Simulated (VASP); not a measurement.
A run of VASP 6.6.1 is set up as follows.

Contents of INCAR:

```
PREC = Accurate ; ENCUT = 520
EDIFF = 1E-6 ; ISMEAR = -1
SIGMA = 0.1 ; LREAL = False
LASPH = True ; NELM = 100
ALGO = Normal ; ISIF = 2
LWAVE = False ; LCHARG = False
GGA = B5 ; ALDAX = 1.0
AGGAX = 1.0 ; AGGAC = 1.0
ALDAC = 0.0 ; NBANDS = 11
```

KPOINTS

```
Automatic mesh
0
Gamma
  9 9 9
```

File POSCAR:

```
Sr
1.0
    0.0000000000      3.0423500000      3.0423500000
    3.0423500000      0.0000000000      3.0423500000
    3.0423500000      3.0423500000      0.0000000000
Sr
1
Direct
    0.0000000000      0.0000000000      0.0000000000
```

Potentials or basis: VASP PAW PBE potentials, release 64 (Sr_sv).

The run is started by

```bash
$ cat potpaw_PBE.64/Sr_sv/POTCAR > POTCAR
$ mpirun -np 1 vasp_std > vasp.out
```

(1) Predict the pressure.

Results:

(1) 0.0 GPa.

Caveat: the PAW data sets were made with another functional, which shifts forces and pressure a little.
